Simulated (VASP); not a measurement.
ZrC, 2 atoms in the cell. The structure is tetragonal, space group P4/mmm (No. 123). Conventional cell: a = 3.583 Å, b = 3.583 Å, c = 2.660 Å, α = 90.00°, β = 90.00°, γ = 90.00°. Zr (site symmetry 4/mmm) has 4 C at 2.53 Å and 2 Zr at 2.66 Å within 3.3 Å. Within 3.3 Å of C (site symmetry 4/mmm) lie 4 Zr at 2.53 Å and 2 C at 2.66 Å. 

```yaml
Program: VASP 6.6.1
Task: single point
Functional: PBE
Potentials_or_basis: VASP PAW PBE potentials, release 64 (Zr_sv, C)
Cutoff: 520 eV
k_mesh: 6 × 6 × 6
Occupations: gaussian, width 0.1 eV
Spin: no spin polarisation
Dipole_correction: no
Further_INCAR_settings: ALGO = Normal; EDIFF = 1e-06; NBANDS = 15
```

Potentials or basis: VASP PAW PBE potentials, release 64 (Zr_sv, C).

Command:

```bash
$ cat potpaw_PBE.64/Zr_sv/POTCAR potpaw_PBE.64/C/POTCAR > POTCAR
$ mpirun -np 1 vasp_std > vasp.out
```

Hardware: 1 thread of Intel(R) Xeon(R) 6975P-C (Granite Rapids) (shared host).

**Question.** How long does it take, and how much memory?

**Answer.** Run time: 8.6 s on 1 thread of Intel(R) Xeon(R) 6975P-C (Granite Rapids) (shared host), peak memory 0.15 GiB. Counts: scf iterations 13, k points 40.
